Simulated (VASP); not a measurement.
# TaSiO4 (P6/mmm) in VASP: further runs

The runs below take TaSiO4 through single point, with PBE.

All numbers are computed with VASP 6.6.1; they aren't measurements. Logs are shortened: lines on timing, memory, paths and dates and some standing lists are left out, and cuts for length are marked.

## 1. The cell of the first run

The structure is hexagonal, space group P6/mmm (No. 191). The conventional cell has a = 3.401 Å, b = 3.401 Å, c = 7.189 Å, α = 90.00°, β = 90.00°, γ = 120.00°. Within 2.1 Å of Ta (site symmetry 6/mmm) lie 8 O at 1.58 to 1.96 Å. Si (site symmetry 6/mmm) has 2 O at 2.02 Å within 2.7 Å. O (site symmetry -6m2) has 9 O at 1.96 to 2.52 Å and 3 Ta at 1.96 Å within 2.6 Å. Within 2.1 Å of O (site symmetry 6mm) lie 1 Ta at 1.58 Å and 1 Si at 2.02 Å.

## 2. Single point, PBE

Input file INCAR:

```
SYSTEM = TaSiO4
  ALGO = Normal
  EDIFF = 1E-7
  ENCUT = 520
  GGA = PE
  ISIF = 2
  ISMEAR = 0
  LASPH = .TRUE.
  LCHARG = .FALSE.
  LREAL = .FALSE.
  LWAVE = .FALSE.
  NBANDS = 28
  NELM = 100
  PREC = Accurate
  SIGMA = 0.1
```

Input file KPOINTS:

```
k-points
0
G
  6 6 4
  0 0 0
```

Input file POSCAR:

```
TaSiO4
1.0
    3.4010444900      0.0000000000      0.0000000000
   -1.7005222500      2.9453909300      0.0000000000
    0.0000000000      0.0000000000      7.1890132700
Ta Si O
1 1 4
Direct
    0.0000000000      0.0000000000      0.0000000000
    0.0000000000      0.0000000000      0.5000000000
    0.3333333300      0.6666666700      0.0000000000
    0.6666666700      0.3333333300      0.0000000000
    0.0000000000      0.0000000000      0.2193526900
    0.0000000000      0.0000000000      0.7806473100
```

Potentials or basis: VASP PAW PBE potentials, release 64 (Ta_pv, Si, O).

Started as:

```console
$ cat potpaw_PBE.64/Ta_pv/POTCAR potpaw_PBE.64/Si/POTCAR potpaw_PBE.64/O/POTCAR > POTCAR
$ mpirun -np 1 vasp_std > vasp.out
```

OUTCAR:

```text
SYSTEM = TaSiO4
   EDIFF = 1E-7
   ENCUT = 520
   GGA = PE
   ISIF = 2
   ISMEAR = 0
   LASPH = .TRUE.
   LREAL = .FALSE.
   NELM = 100
   PREC = Accurate

 ion  position               nearest neighbor table
   1  0.000  0.000  0.000-   5 1.58   6 1.58   3 1.96   4 1.96   4 1.96   3 1.96   4 1.96   3 1.96

   2  0.000  0.000  0.500-   5 2.02   6 2.02
   3  0.333  0.667  0.000-   4 1.96   4 1.96   1 1.96   1 1.96   1 1.96   4 1.96
   4  0.667  0.333  0.000-   3 1.96   3 1.96   1 1.96   1 1.96   1 1.96   3 1.96
   5  0.000  0.000  0.219-   1 1.58   2 2.02
   6  0.000  0.000  0.781-   1 1.58   2 2.02

  LATTYP: Found a hexagonal cell.
 ALAT       =     3.4010444900
 C/A-ratio  =     2.1137663124

  Lattice vectors:

 A1 = (   3.4010444900,   0.0000000000,   0.0000000000)
 A2 = (  -1.7005222500,   2.9453909300,   0.0000000000)
 A3 = (   0.0000000000,   0.0000000000,   7.1890132700)

Analysis of symmetry for initial positions (statically):
=====================================================================
 Subroutine PRICEL returns:
 Original cell was already a primitive cell.

 Routine SETGRP: Setting up the symmetry group for a
 hexagonal supercell.

 Subroutine GETGRP returns: Found 24 space group operations
 (whereof 24 operations were pure point group operations)
 out of a pool of 24 trial point group operations.

The static configuration has the point symmetry D_6h.

Analysis of symmetry for dynamics (positions and initial velocities):
=====================================================================
 Subroutine PRICEL returns:
 Original cell was already a primitive cell.

 Routine SETGRP: Setting up the symmetry group for a
 hexagonal supercell.

 Subroutine GETGRP returns: Found 24 space group operations
 (whereof 24 operations were pure point group operations)
 out of a pool of 24 trial point group operations.

The dynamic configuration has the point symmetry D_6h.

 Subroutine INISYM returns: Found 24 space group operations
 (whereof 24 operations are pure point group operations),
 and found     1 'primitive' translations

----------------------------------------------------------------------------------------

                                     Primitive cell

  volume of cell :      72.0153

  direct lattice vectors                    reciprocal lattice vectors
     3.401044490  0.000000000  0.000000000     0.294027321  0.169756753  0.000000000
    -1.700522250  2.945390930  0.000000000     0.000000000  0.339513506  0.000000000
     0.000000000  0.000000000  7.189013270     0.000000000  0.000000000  0.139101148

  length of vectors
     3.401044490  3.401044494  7.189013270     0.339513506  0.339513506  0.139101148

  position of ions in fractional coordinates (direct lattice)
     0.000000000  0.000000000  0.000000000
     0.000000000  0.000000000  0.500000000
     0.333333330  0.666666670  0.000000000
     0.666666670  0.333333330  0.000000000
     0.000000000  0.000000000  0.219352690
     0.000000000  0.000000000  0.780647310

  ion indices of the primitive-cell ions
   primitive index   ion index
                 1           1
                 2           2
                 3           3
                 4           4
                 5           5
                 6           6

----------------------------------------------------------------------------------------

 KPOINTS: k-points

Automatic generation of k-mesh.
 Grid dimensions read from file:
 generate k-points for:    6    6    4

 Generating k-lattice:

  Cartesian coordinates                     Fractional coordinates (reciprocal lattice)
     0.049004554  0.028292792  0.000000000     0.166666667  0.000000000  0.000000000
     0.000000000  0.056585584  0.000000000     0.000000000  0.166666667  0.000000000
     0.000000000  0.000000000  0.034775287     0.000000000  0.000000000  0.250000000

  Length of vectors
     0.056585584  0.056585584  0.034775287

  Shift w.r.t. Gamma in fractional coordinates (k-lattice)
     0.000000000  0.000000000  0.000000000

 Subroutine IBZKPT returns following result:
 ===========================================

 Found     21 irreducible k-points:

 Following reciprocal coordinates:
            Coordinates               Weight
  0.000000  0.000000  0.000000      1.000000
  0.166667 -0.000000  0.000000      6.000000
  0.333333  0.000000  0.000000      6.000000
  0.500000  0.000000  0.000000      3.000000
  0.166667  0.166667  0.000000      6.000000
  0.333333  0.166667  0.000000     12.000000
[... 13 lines left out ...]
  0.333333  0.166667  0.500000     12.000000
  0.333333  0.333333  0.500000      2.000000
   k-points           NKPTS =     21   k-points in BZ     NKDIM =     21   number of bands    NBANDS=     28
   number of dos      NEDOS =    301   number of ions     NIONS =      6
   total plane-waves  NPLWV =  42336
   dimension x,y,z NGX =    28 NGY =   28 NGZ =   54
   dimension x,y,z NGXF=    56 NGYF=   56 NGZF=  108
   ions per type =               1   1   4
   NGX,Y,Z   is equivalent  to a cutoff of  13.69, 13.69, 12.49 a.u.
   NGXF,Y,Z  is equivalent  to a cutoff of  27.37, 27.37, 24.98 a.u.
 SYSTEM =  TaSiO4
   PREC   = accura    normal or accurate (medium, high low for compatibility)
   ISTART =      0    job   : 0-new  1-cont  2-samecut
   ICHARG =      2    charge: 1-file 2-atom 10-const
   ISPIN  =      1    spin polarized calculation?
   LNONCOLLINEAR =      F non collinear calculations
   LSORBIT =      F    spin-orbit coupling
   LASPH  =      T    aspherical Exc in radial PAW
   ENCUT  =  520.0 eV  38.22 Ry    6.18 a.u.   6.32  6.32 13.37*2*pi/ulx,y,z
   NELM   =    100;   NELMIN=  2; NELMDL= -5     # of ELM steps
   EDIFF  = 0.1E-06   stopping-criterion for ELM
   LREAL  =      F    real-space projection
   EDIFFG = 0.1E-05   stopping-criterion for IOM
   NSW    =      0    number of steps for IOM
   IBRION =     -1    ionic relax: 0-MD 1-quasi-New 2-CG
   NFREE  =      0    steps in history (QN), initial steepest desc. (CG)
   ISIF   =      2    stress and relaxation
   ISYM   =      2    0-nonsym 1-usesym 2-fastsym
   POTIM  = 0.5000    time-step for ionic-motion
   TEBEG  =    0.0;   TEEND  =   0.0 temperature during run
   PSTRESS=    0.0 pullay stress
   NELECT =      39.0000    total number of electrons
   NUPDOWN=      -1.0000    fix difference up-down
   EMIN   =  10.00;   EMAX   =-10.00  energy-range for DOS
   EFERMI =   0.00;   METHOD = LEGACY
   ISMEAR =     0;   SIGMA  =   0.10  broadening in eV -4-tet -1-fermi 0-gaus
   EFERMI_NEDOS =   21; number of points for ismear=-14 and -15
   IALGO  =     38    algorithm
   IMIX   =      4    mixing-type and parameters
     AMIX     =   0.40;   BMIX     =  1.00
     AMIX_MAG =   1.60;   BMIX_MAG =  1.00
  volume/ion in A,a.u.               =      12.00        81.00
  Fermi-wavevector in a.u.,A,eV,Ry     =   1.334407  2.521663 24.227092  1.780641
  Thomas-Fermi vector in A             =   2.463190
   LORBIT       =      0    0 simple, 1 ext, 2 COOP (PROOUT), +10 PAW based schemes
   GGA     = PE    functional components
   LHFCALC =     F    Hartree Fock is set to
   AEXX    =    0.0000 exact exchange contribution
   IVDW    =     0    specifies the selected vdW correction
   LEPSILON=     F    determine dielectric tensor
   LRPA    =     F    only Hartree local field effects (RPA)
 non-spin polarized calculation
 Gauss-broadening in eV      SIGMA  =   0.10
  energy-cutoff  :      520.00
  volume of cell :       72.02
 maximum number of plane-waves:      1983
 NGX is ok and might be reduce to    28
   NGX = 13   NGY = 13   NGZ = 27

 number of electron      38.9999991 magnetization

 Free energy of the ion-electron system (eV)
  ---------------------------------------------------
  ext. energy  EPLUGINS =         0.00000000
  ---------------------------------------------------
  free energy    TOTEN  =       -36.18366344 eV

  energy without entropy =      -36.14422467  energy(sigma->0) =      -36.16394405

 E-fermi :   3.3486     XC(G=0): -10.4826

 val. band max:        3.3399919888   @ k =   0.3333   0.1667   0.0000
 cond. band min:       3.3664209303   @ k =   0.3333   0.1667   0.0000
 fundamental gap:      0.0264289415
 Fermi energy:         3.3486401014

 k-point     1 :       0.0000    0.0000    0.0000
  band No.  band energies     occupation
      1     -31.9072      2.00000
      2     -29.3381      2.00000
      3     -29.3381      2.00000
      4     -17.5796      2.00000
      5     -16.0839      2.00000
      6     -12.5656      2.00000
[... 20 lines left out ...]
     27      13.7087      0.00000
     28      13.7087      0.00000

 k-point     2 :       0.1667   -0.0000    0.0000
  band No.  band energies     occupation
      1     -31.8974      2.00000
      2     -29.5272      2.00000
      3     -29.3715      2.00000
      4     -16.9593      2.00000
      5     -16.0405      2.00000
      6     -12.5192      2.00000
[... 20 lines left out ...]
     27      13.1618      0.00000
     28      15.2642      0.00000

 k-point     3 :       0.3333    0.0000    0.0000
  band No.  band energies     occupation
      1     -31.8780      2.00000
      2     -29.8746      2.00000
      3     -29.4373      2.00000
      4     -16.0248      2.00000
      5     -15.5322      2.00000
      6     -13.5375      2.00000
[... 20 lines left out ...]
     27      12.8060      0.00000
     28      14.4794      0.00000

 k-point     4 :       0.5000    0.0000    0.0000
  band No.  band energies     occupation
      1     -31.8683      2.00000
      2     -30.0355      2.00000
      3     -29.4698      2.00000
      4     -15.9651      2.00000
      5     -14.8120      2.00000
      6     -13.9132      2.00000
[... 485 lines left out ...]
     27      13.4117      0.00000
     28      13.9398      0.00000

 k-point    20 :       0.3333    0.1667    0.5000
  band No.  band energies     occupation
      1     -31.8683      2.00000
      2     -29.9459      2.00000
      3     -29.5713      2.00000
      4     -15.9292      2.00000
      5     -14.6817      2.00000
      6     -13.9320      2.00000
[... 20 lines left out ...]
     27      12.3565      0.00000
     28      13.1006      0.00000

 k-point    21 :       0.3333    0.3333    0.5000
  band No.  band energies     occupation
      1     -31.8634      2.00000
      2     -29.8126      2.00000
      3     -29.8126      2.00000
      4     -15.9085      2.00000
      5     -14.1013      2.00000
      6     -14.1013      2.00000
[... 20 lines left out ...]
     27      11.6905      0.00000
     28      12.6409      0.00000

------------------------ aborting loop because EDIFF is reached ----------------------------------------

  FORCE on cell =-STRESS in cart. coord.  units (eV):
  Direction    XX          YY          ZZ          XY          YZ          ZX
  --------------------------------------------------------------------------------------
  -------------------------------------------------------------------------------------
  Total       24.5559140     24.5559140     66.4712432     -0.0000000      0.0000000      0.0000000
  in kB      546.3137632    546.3137640   1478.8354087     -0.0000009      0.0000000      0.0000000
  external PRESSURE =     857.1543120 kB  Pullay stress =       0.0000000 kB

 VOLUME and BASIS-vectors are now :
 -----------------------------------------------------------------------------
  energy-cutoff  :      520.00
  volume of cell :       72.02
      direct lattice vectors                 reciprocal lattice vectors
     3.401044490  0.000000000  0.000000000     0.294027321  0.169756753  0.000000000
    -1.700522250  2.945390930  0.000000000     0.000000000  0.339513506  0.000000000
     0.000000000  0.000000000  7.189013270     0.000000000  0.000000000  0.139101148

 POSITION                                       TOTAL-FORCE (eV/Angst)
 -----------------------------------------------------------------------------------
      0.00000      0.00000      0.00000         0.000000     -0.000000      0.000000
      0.00000      0.00000      3.59451         0.000000     -0.000000      0.000000
     -0.00000      1.96359      0.00000        -0.000000     -0.000000      0.000000
      1.70052      0.98180      0.00000         0.000000      0.000000      0.000000
      0.00000      0.00000      1.57693        -0.000000      0.000000     26.363770
      0.00000      0.00000      5.61208         0.000000     -0.000000    -26.363770
 -----------------------------------------------------------------------------------
    total drift:                               -0.000000      0.000000     -0.000000

  FREE ENERGIE OF THE ION-ELECTRON SYSTEM (eV)
  ---------------------------------------------------
  free  energy   TOTEN  =       -36.1836634372 eV

  energy  without entropy=      -36.1442246684  energy(sigma->0) =      -36.16394405
```

It took 27 s on 1 thread of Intel Xeon 6975P-C (Granite Rapids), shared host; peak memory 0.21 GiB.

Results:

* Free energy: -36.1837 eV
* Pressure: 85.7 GPa
* Largest force: 26.364 eV/Å

Forces on the atoms (eV/Å):
```
Ta    0.000   0.000   0.000
Si    0.000   0.000   0.000
O     0.000   0.000   0.000
O     0.000   0.000   0.000
O     0.000   0.000  26.364
O     0.000   0.000 -26.364
```

Stress tensor (GPa, compression positive):
```
 54.63   0.00   0.00
  0.00  54.63   0.00
  0.00   0.00 147.88
```

Levels at points of the mesh, in eV from the Fermi level:
```csv
k point,band 18,band 19,band 20,band 21,band 22,band 23
"(0.00, 0.00, 0.00)",-0.02,0.95,0.95,5.27,5.27,5.99
"(0.50, 0.00, 0.00)",-1.69,-0.89,-0.77,-0.36,3.59,6.64
"(0.00, 0.00, 0.50)",0.17,0.95,0.95,4.73,4.73,4.79
"(0.50, 0.00, 0.50)",-1.73,-0.41,-0.13,1.02,3.12,6.97
```

Caveat: spin-orbit coupling is left out, which moves the levels of the heavy elements; an odd number of electrons without spin polarisation forces a metal; a magnetic or distorted state may lie lower.

## 3. Single point, PBE

This run uses another cell than the first one, of 14.08 Å³/atom, 1.173 times its volume.

Input file INCAR:

```
SYSTEM = TaSiO4
PREC = Accurate ; ENCUT = 520
EDIFF = 1E-7 ; ISMEAR = 0
SIGMA = 0.1 ; LREAL = .FALSE.
LASPH = .TRUE. ; NELM = 100
ALGO = Normal ; ISIF = 2
LWAVE = .FALSE. ; LCHARG = .FALSE.
GGA = PE ; NBANDS = 28
```

Input file KPOINTS:

```
regular mesh
0
G
  6 6 4
  0 0 0
```

Input file POSCAR:

```
TaSiO4
1.0
    3.6654444744      0.0000000031      0.0000000000
   -1.8327222399      3.1743680295      0.0000000000
    0.0000000000      0.0000000000      7.2617595856
Ta Si O
1 1 4
Direct
    0.0000000000      0.0000000000      0.0000000000
    0.0000000000      0.0000000000      0.5000000000
    0.3333333333      0.6666666667      0.0000000000
    0.6666666667      0.3333333333      0.0000000000
    0.0000000000      0.0000000000      0.2836138385
    0.0000000000      0.0000000000      0.7163861615
```

Potentials or basis: VASP PAW PBE potentials, release 64 (Ta_pv, Si, O).

Started as:

```console
$ cat potpaw_PBE.64/Ta_pv/POTCAR potpaw_PBE.64/Si/POTCAR potpaw_PBE.64/O/POTCAR > POTCAR
$ mpirun -np 1 vasp_std > vasp.out
```

It took 24 s on 1 thread of Intel Xeon 6975P-C (Granite Rapids), shared host; peak memory 0.21 GiB.

Results (log left out):

| Item | Value |
| --- | --- |
| Free energy | -47.7182 eV |
| Pressure | 0.4 GPa |
| Largest force | 0.104 eV/Å |

Forces in eV/Å, atoms in the order of the input:
```
Ta   0.000  0.000  0.000
Si   0.000  0.000  0.000
O    0.000  0.000  0.000
O    0.000  0.000  0.000
O    0.000  0.000 -0.104
O    0.000  0.000  0.104
```

Stress tensor (GPa, compression positive):
```
0.21 0.00 0.00
0.00 0.21 0.00
0.00 0.00 0.68
```

Levels at points of the mesh, in eV from the Fermi level:
```csv
k point,band 16,band 17,band 18,band 19,band 20,band 21,band 22,band 23
"(0.00, 0.00, 0.00)",-3.34,-2.31,-0.31,0.04,0.04,2.58,2.58,5.32
"(0.50, 0.00, 0.00)",-2.54,-2.23,-1.58,-0.69,0.04,1.05,2.27,4.19
"(0.00, 0.00, 0.50)",-3.55,-1.36,-0.31,0.05,0.05,2.19,2.19,5.43
"(0.50, 0.00, 0.50)",-3.28,-2.23,-1.63,-0.67,0.75,1.06,1.71,4.40
```

Caveat: spin-orbit coupling is left out, which moves the levels of the heavy elements; an odd number of electrons without spin polarisation forces a metal; a magnetic or distorted state may lie lower.

## 4. Single point, PBE

This run uses another cell than the first one, of 14.08 Å³/atom, 1.173 times its volume.

Input file INCAR:

```
SYSTEM = TaSiO4
ALGO = Normal
EDIFF = 1E-6
ENCUT = 520
GGA = PE
ISIF = 2
ISMEAR = 0
LASPH = .True.
LCHARG = .False.
LREAL = .False.
LWAVE = .False.
NBANDS = 28
NELM = 60
PREC = Accurate
SIGMA = 0.1
```

Input file KPOINTS:

```
k-points
0
Gamma
  12 12 6
  0 0 0
```

Input file POSCAR:

```
TaSiO4
1.0
    3.6660823620      0.0000000000      0.0000000000
   -1.8330411810      3.1749204579      0.0000000000
    0.0000000000      0.0000000000      7.2557392865
Ta Si O
1 1 4
Direct
    0.0000000000      0.0000000000      0.0000000000
    0.0000000000      0.0000000000      0.5000000000
    0.3333333333      0.6666666667      0.0000000000
    0.6666666667      0.3333333333      0.0000000000
    0.0000000000      0.0000000000      0.2831548299
    0.0000000000      0.0000000000      0.7168451701
```

Started as:

```console
$ cat potpaw_PBE.64/Ta_pv/POTCAR potpaw_PBE.64/Si/POTCAR potpaw_PBE.64/O/POTCAR > POTCAR
$ mpirun -np 1 vasp_std > vasp.out
```

It took 67 s on 1 thread of Intel Xeon 6975P-C (Granite Rapids), shared host; peak memory 0.3 GiB.

The run converged. Its results:

```yaml
Free_energy: -47.7226 eV
Pressure: 0.4 GPa
Largest_force: 0.114 eV/Å
```

Forces on the atoms (eV/Å):
```
Ta   0.000  0.000  0.000
Si   0.000  0.000  0.000
O    0.000  0.000  0.000
O    0.000  0.000  0.000
O    0.000  0.000 -0.114
O    0.000  0.000  0.114
```

Stress tensor (GPa, compression positive):
```
0.30 0.00 0.00
0.00 0.30 0.00
0.00 0.00 0.59
```

Levels at points of the mesh, in eV from the Fermi level:
| k point | band 16 | band 17 | band 18 | band 19 | band 20 | band 21 | band 22 | band 23 | band 24 | band 25 |
| --- | --- | --- | --- | --- | --- | --- | --- | --- | --- | --- |
| (0.00, 0.00, 0.00) | -3.38 | -2.25 | -0.38 | -0.04 | -0.04 | 2.57 | 2.57 | 5.38 | 5.38 | 6.31 |
| (0.50, 0.00, 0.00) | -2.53 | -2.30 | -1.64 | -0.77 | 0.09 | 1.11 | 2.26 | 4.25 | 4.35 | 4.40 |
| (0.00, 0.00, 0.50) | -3.49 | -1.30 | -0.38 | -0.03 | -0.03 | 2.18 | 2.18 | 5.48 | 5.87 | 5.87 |
| (0.50, 0.00, 0.50) | -3.29 | -2.30 | -1.68 | -0.75 | 0.81 | 1.10 | 1.71 | 4.33 | 4.74 | 4.87 |

Caveat: spin-orbit coupling is left out, which moves the levels of the heavy elements; an odd number of electrons without spin polarisation forces a metal; a magnetic or distorted state may lie lower.

## 5. The runs side by side

```tsv
cell	k mesh	gap on the mesh (eV)	pressure (GPa)	largest force (eV/Å)
a = 3.401, b = 3.401, c = 7.189 Å, angles 90.0, 90.0, 120.0°, 6 atoms	6 × 6 × 4	none	85.7	26.36
a = 3.665, b = 3.665, c = 7.262 Å, angles 90.0, 90.0, 120.0°, 6 atoms	6 × 6 × 4	none	0.4	0.10
a = 3.666, b = 3.666, c = 7.256 Å, angles 90.0, 90.0, 120.0°, 6 atoms	12 × 12 × 6	none	0.4	0.11
```

Alike in all rows: task single point; level PBE; potentials or basis VASP PAW PBE potentials, release 64 (Ta_pv, Si, O); no spin polarisation; cutoff (eV) 520; smearing gaussian 0.1 eV.

Caveats: spin-orbit coupling is left out, which moves the levels of the heavy elements; an odd number of electrons without spin polarisation forces a metal; a magnetic or distorted state may lie lower.

Total energies depend on the potentials used, so only differences within one code and one set of settings carry meaning.
